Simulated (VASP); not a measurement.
# HfN in VASP: notebook

HfN is run at these levels: PBE; tasks: single point, relaxation of the atoms.

Everything below comes from runs of VASP 6.6.1. Logs are shortened: lines on timing, memory, paths and dates and some standing lists are left out, and cuts for length are marked.

## Step 1: The cell of the first run

The structure is tetragonal, space group I4/mmm (No. 139). Conventional cell: a = 3.195 Å, b = 3.195 Å, c = 4.473 Å, α = 90.00°, β = 90.00°, γ = 90.00°. Within 3.0 Å of Hf (site symmetry 4/mmm) lie 6 N at 2.24 to 2.26 Å. N (site symmetry 4/mmm) has 6 Hf at 2.24 to 2.26 Å within 3.0 Å.

## Step 2: Single point, PBE (z stretched by -1 %, then relaxed in part)

File INCAR:

```
ALGO = Normal ; EDIFF = 1E-6
ENCUT = 520 ; GGA = PE
ISIF = 2 ; ISMEAR = -1
LASPH = True ; LCHARG = False
LREAL = False ; LWAVE = False
NBANDS = 14 ; NELM = 100
PREC = Accurate ; SIGMA = 0.05
```

File KPOINTS:

```
k-points
0
Gamma
  18 18 18
```

File POSCAR:

```
HfN
1.0
    0.0000000000      2.2590000000      2.2364100000
    2.2590000000      0.0000000000      2.2364100000
    2.2590000000      2.2590000000      0.0000000000
Hf N
1 1
Direct
    0.0000000000      0.0000000000      0.0000000000
    0.5000000000      0.5000000000      0.5000000000
```

Potentials or basis: VASP PAW PBE potentials, release 64 (Hf_pv, N).

Run with:

```sh
> cat potpaw_PBE.64/Hf_pv/POTCAR potpaw_PBE.64/N/POTCAR > POTCAR
> mpirun -np 1 vasp_std > vasp.out
```

OUTCAR:

```text
EDIFF = 1E-6
   ENCUT = 520
   GGA = PE
   ISIF = 2
   ISMEAR = -1
   LASPH = True
   LREAL = False
   NELM = 100
   PREC = Accurate

 ion  position               nearest neighbor table
   1  0.000  0.000  0.000-   2 2.24   2 2.24   2 2.26   2 2.26   2 2.26   2 2.26
   2  0.500  0.500  0.500-   1 2.24   1 2.24   1 2.26   1 2.26   1 2.26   1 2.26

  LATTYP: Found a body centered tetragonal cell.
 ALAT       =     3.1947084374
 C/A-ratio  =     1.4000714267

  Lattice vectors:

 A1 = (   0.0000000000,  -2.2590000000,  -2.2364100000)
 A2 = (   0.0000000000,   2.2590000000,  -2.2364100000)
 A3 = (   2.2590000000,   0.0000000000,   2.2364100000)

Analysis of symmetry for initial positions (statically):
=====================================================================
 Subroutine PRICEL returns:
 Original cell was already a primitive cell.

 Routine SETGRP: Setting up the symmetry group for a
 body centered tetragonal supercell.

 Subroutine GETGRP returns: Found 16 space group operations
 (whereof 16 operations were pure point group operations)
 out of a pool of 16 trial point group operations.

The static configuration has the point symmetry D_4h.

Analysis of symmetry for dynamics (positions and initial velocities):
=====================================================================
 Subroutine PRICEL returns:
 Original cell was already a primitive cell.

 Routine SETGRP: Setting up the symmetry group for a
 body centered tetragonal supercell.

 Subroutine GETGRP returns: Found 16 space group operations
 (whereof 16 operations were pure point group operations)
 out of a pool of 16 trial point group operations.

The dynamic configuration has the point symmetry D_4h.

 Subroutine INISYM returns: Found 16 space group operations
 (whereof 16 operations are pure point group operations),
 and found     1 'primitive' translations

----------------------------------------------------------------------------------------

                                     Primitive cell

  volume of cell :      22.8252

  direct lattice vectors                    reciprocal lattice vectors
     0.000000000  2.259000000  2.236410000    -0.221336875  0.221336875  0.223572601
     2.259000000  0.000000000  2.236410000     0.221336875 -0.221336875  0.223572601
     2.259000000  2.259000000  0.000000000     0.221336875  0.221336875 -0.223572601

  length of vectors
[... 85 lines left out ...]
   NSW    =      0    number of steps for IOM
   IBRION =     -1    ionic relax: 0-MD 1-quasi-New 2-CG
   NFREE  =      0    steps in history (QN), initial steepest desc. (CG)
   ISIF   =      2    stress and relaxation
   ISYM   =      2    0-nonsym 1-usesym 2-fastsym
   POTIM  = 0.5000    time-step for ionic-motion
   TEBEG  =    0.0;   TEEND  =   0.0 temperature during run
   PSTRESS=    0.0 pullay stress
   NELECT =      15.0000    total number of electrons
   NUPDOWN=      -1.0000    fix difference up-down
   EMIN   =  10.00;   EMAX   =-10.00  energy-range for DOS
   EFERMI =   0.00;   METHOD = LEGACY
   ISMEAR =    -1;   SIGMA  =   0.05  broadening in eV -4-tet -1-fermi 0-gaus
   EFERMI_NEDOS =   21; number of points for ismear=-14 and -15
   IALGO  =     38    algorithm
   IMIX   =      4    mixing-type and parameters
     AMIX     =   0.40;   BMIX     =  1.00
     AMIX_MAG =   1.60;   BMIX_MAG =  1.00
  volume/ion in A,a.u.               =      11.41        77.02
  Fermi-wavevector in a.u.,A,eV,Ry     =   1.423314  2.689673 27.562979  2.025822
  Thomas-Fermi vector in A             =   2.543924
   LORBIT       =      0    0 simple, 1 ext, 2 COOP (PROOUT), +10 PAW based schemes
   GGA     = PE    functional components
   LHFCALC =     F    Hartree Fock is set to
   AEXX    =    0.0000 exact exchange contribution
   IVDW    =     0    specifies the selected vdW correction
   LEPSILON=     F    determine dielectric tensor
   LRPA    =     F    only Hartree local field effects (RPA)
 non-spin polarized calculation
  energy-cutoff  :      520.00
  volume of cell :       22.83
 maximum number of plane-waves:       636
   NGX = 11   NGY = 11   NGZ = 11

 number of electron      15.0000001 magnetization

 Free energy of the ion-electron system (eV)
  ---------------------------------------------------
  ext. energy  EPLUGINS =         0.00000000
  ---------------------------------------------------
  free energy    TOTEN  =       -21.74755202 eV

  energy without entropy =      -21.74236424  energy(sigma->0) =      -21.74495813

 E-fermi :   8.4716     XC(G=0): -12.7852

 val. band max:        8.4612673738   @ k =  -0.1111   0.0556   0.0000
 cond. band min:       8.4796311782   @ k =  -0.1667   0.0556   0.1667
 fundamental gap:      0.0183638044
 Fermi energy:         8.4716047000

 k-point     1 :       0.0000    0.0000    0.0000
  band No.  band energies     occupation
      1     -22.6405      2.00000
      2     -22.6405      2.00000
      3     -22.6300      2.00000
      4      -9.0960      2.00000
      5       5.4170      2.00000
      6       5.4170      2.00000
      7       5.4688      2.00000
      8       8.0864      1.99910
      9       8.0864      1.99910
     10       8.1995      1.99137
     11      10.2459      0.00000
     12      10.3930      0.00000
     13      10.6695      0.00000
     14      18.0652      0.00000
[... 377 lines left out ...]
      1     -23.1300      2.00000
      2     -22.7062      2.00000
      3     -22.6739      2.00000
      4      -7.8922      2.00000
      5       2.0584      2.00000
      6       3.3142      2.00000
      7       3.7297      2.00000
      8       8.8790      0.00058
      9       9.4182      0.00000
     10      10.3306      0.00000
     11      12.7343      0.00000
     12      13.6539      0.00000
     13      14.1733      0.00000
     14      20.7347      0.00000

 [... further k-points ...]
[... 5 lines left out ...]
  --------------------------------------------------------------------------------------
  -------------------------------------------------------------------------------------
  Total        0.6095647      0.6095647      1.3473328      0.0000000      0.0000000      0.0000000
  in kB       42.7874628     42.7874628     94.5739631      0.0000000      0.0000000      0.0000000
  external PRESSURE =      60.0496296 kB  Pullay stress =       0.0000000 kB

 VOLUME and BASIS-vectors are now :
 -----------------------------------------------------------------------------
  energy-cutoff  :      520.00
  volume of cell :       22.83
      direct lattice vectors                 reciprocal lattice vectors
     0.000000000  2.259000000  2.236410000    -0.221336875  0.221336875  0.223572601
     2.259000000  0.000000000  2.236410000     0.221336875 -0.221336875  0.223572601
     2.259000000  2.259000000  0.000000000     0.221336875  0.221336875 -0.223572601

 POSITION                                       TOTAL-FORCE (eV/Angst)
 -----------------------------------------------------------------------------------
      0.00000      0.00000      0.00000         0.000000     -0.000000      0.000000
      2.25900      2.25900      2.23641        -0.000000      0.000000      0.000000
 -----------------------------------------------------------------------------------
    total drift:                                0.000000     -0.000000     -0.000000

  FREE ENERGIE OF THE ION-ELECTRON SYSTEM (eV)
  ---------------------------------------------------
  free  energy   TOTEN  =       -21.7475520201 eV

  energy  without entropy=      -21.7423642356  energy(sigma->0) =      -21.74495813
```

stdout:

```text
POSCAR found type information on POSCAR HfN
 POSCAR found :  2 types and       2 ions
 scaLAPACK will be used
 LDA part: xc-table for (Slater+PW92), standard interpolation
 POSCAR, INCAR and KPOINTS ok, starting setup
 FFT: planning ... GRIDC
 FFT: planning ... GRID_SOFT
 FFT: planning ... GRID
 WAVECAR not read
 entering main loop
```

Wall time 41 s (1 thread of Intel Xeon 6975P-C (Granite Rapids), shared host); peak memory 0.27 GiB.

What came out:

- Free energy: -21.7476 eV
- Pressure: 6.0 GPa

Stress tensor (GPa, compression positive):
```
4.28 0.00 0.00
0.00 4.28 0.00
0.00 0.00 9.46
```

Levels at points of the mesh, in eV from the Fermi level:
```tsv
k point	band 5	band 6	band 7	band 8	band 9	band 10	band 11	band 12
(0.00, 0.00, 0.00)	-3.05	-3.05	-3.00	-0.39	-0.39	-0.27	1.77	1.92
(0.50, 0.00, 0.00)	-8.94	-6.24	-6.23	3.33	3.73	3.80	4.48	8.84
(0.50, 0.50, 0.00)	-5.34	-3.87	-3.73	-3.73	4.16	5.61	5.61	5.71
(0.50, 0.00, 0.50)	-5.45	-3.84	-3.71	-3.66	4.14	5.53	5.68	5.73
```

Caveat: the cell differs from its parent crystal (z stretched by -1 %, then relaxed in part); spin-orbit coupling is left out, which moves the levels of the heavy elements.

## Step 3: Relaxation of the atoms, PBE (volume scaled by 0.96)

File INCAR:

```
SYSTEM = HfN
PREC     = Accurate       ! precision mode
ENCUT    = 520            ! plane-wave cutoff, eV
EDIFF    = 1E-7           ! SCF threshold, eV
ISMEAR   = -1             ! smearing method
SIGMA    = 0.05           ! smearing width, eV
LREAL    = .False.        ! projectors in reciprocal space
LASPH    = .True.         ! aspherical terms in the spheres
NELM     = 80             ! most SCF steps
ALGO     = Normal         ! electronic algorithm
ISIF     = 2              ! what is computed and relaxed
LWAVE    = .False.        ! write WAVECAR
LCHARG   = .False.        ! write CHGCAR
GGA      = PE             ! functional
IBRION   = 2              ! ionic algorithm
NSW      = 80             ! ionic steps
EDIFFG   = -0.02          ! ionic threshold
```

File KPOINTS:

```
Automatic mesh
0
Gamma
  18 18 18
  0 0 0
```

File POSCAR:

```
HfN
1.0
    0.0000000000      2.2284692304      2.2284692304
    2.2284692304      0.0000000000      2.2284692304
    2.2284692304      2.2284692304      0.0000000000
Hf N
1 1
Direct
    0.0000000000      0.0000000000      0.0000000000
    0.5000000000      0.5000000000      0.5000000000
```

Potentials or basis: VASP PAW PBE potentials, release 64 (Hf_pv, N).

Run with:

```sh
> cat potpaw_PBE.64/Hf_pv/POTCAR potpaw_PBE.64/N/POTCAR > POTCAR
> mpirun -np 1 vasp_std > vasp.out
```

It took 30 s on 1 thread of Intel Xeon Platinum 8259CL at 2.50GHz (Skylake/Cascade Lake), shared host; peak memory 0.18 GiB.

It converged, with:

* Free energy: -21.7035 eV
* Pressure after relaxing: 15.7 GPa

Final structure:
```
CELL_PARAMETERS angstrom
0.00000 2.22847 2.22847
2.22847 0.00000 2.22847
2.22847 2.22847 0.00000
ATOMIC_POSITIONS crystal
Hf 0.00000 0.00000 0.00000
N 0.50000 0.50000 0.50000
```

Levels at points of the mesh, in eV from the Fermi level:
```tsv
k point	band 6	band 7	band 8	band 9	band 10	band 11
(0.00, 0.00, 0.00)	-3.07	-3.07	-0.37	-0.37	-0.37	2.07
(0.50, 0.00, 0.00)	-6.39	-6.39	3.47	3.92	3.92	4.65
(0.50, 0.50, 0.00)	-3.99	-3.71	-3.71	4.33	5.85	5.85
```

Caveat: the relaxation stopped at its first step, so nothing moved; spin-orbit coupling is left out, which moves the levels of the heavy elements.

## Step 4: Relaxation of the atoms, PBE (volume scaled by 0.98)

File INCAR:

```
PREC     = Accurate       # precision mode
ENCUT    = 520            # plane-wave cutoff, eV
EDIFF    = 1E-6           # SCF threshold, eV
ISMEAR   = -1             # smearing method
SIGMA    = 0.05           # smearing width, eV
LREAL    = F              # projectors in reciprocal space
LASPH    = T              # aspherical terms in the spheres
NELM     = 80             # most SCF steps
ALGO     = Normal         # electronic algorithm
ISIF     = 2              # what is computed and relaxed
LWAVE    = F              # write WAVECAR
LCHARG   = F              # write CHGCAR
GGA      = PE             # functional
IBRION   = 2              # ionic algorithm
NSW      = 80             # ionic steps
EDIFFG   = -0.02          # ionic threshold
```

File KPOINTS:

```
Automatic mesh
0
Gamma
  18 18 18
```

File POSCAR:

```
HfN
1.0
    0.0000000000      2.2438384694      2.2438384694
    2.2438384694      0.0000000000      2.2438384694
    2.2438384694      2.2438384694      0.0000000000
Hf N
1 1
Direct
    0.0000000000      0.0000000000      0.0000000000
    0.5000000000      0.5000000000      0.5000000000
```

Run with:

```sh
> cat potpaw_PBE.64/Hf_pv/POTCAR potpaw_PBE.64/N/POTCAR > POTCAR
> mpirun -np 1 vasp_std > vasp.out
```

Run time: 29 s. Hardware: 1 thread of Intel Xeon Platinum 8259CL at 2.50GHz (Skylake/Cascade Lake), shared host; peak memory 0.18 GiB.

Results (log left out):

```
Free energy             : -21.7391 eV
Pressure after relaxing : 9.0 GPa
```

Final structure:
```yaml
crystal:
  lattice:
    - [0.00000, 2.24384, 2.24384]
    - [2.24384, 0.00000, 2.24384]
    - [2.24384, 2.24384, 0.00000]
  atoms:
    - { symbol: Hf, position: [0.00000, 0.00000, 0.00000] }
    - { symbol: N, position: [0.50000, 0.50000, 0.50000] }
```

Levels at points of the mesh, in eV from the Fermi level:
```tsv
k point	band 4	band 5	band 6	band 7	band 8	band 9	band 10	band 11
(0.00, 0.00, 0.00)	-17.63	-3.05	-3.05	-3.05	-0.35	-0.35	-0.35	2.00
(0.50, 0.00, 0.00)	-14.79	-9.00	-6.28	-6.28	3.38	3.81	3.81	4.54
(0.50, 0.50, 0.00)	-16.53	-5.41	-3.90	-3.70	-3.70	4.21	5.69	5.84
```

Caveat: the relaxation stopped at its first step, so nothing moved; spin-orbit coupling is left out, which moves the levels of the heavy elements.

[end of part 1 of 2]
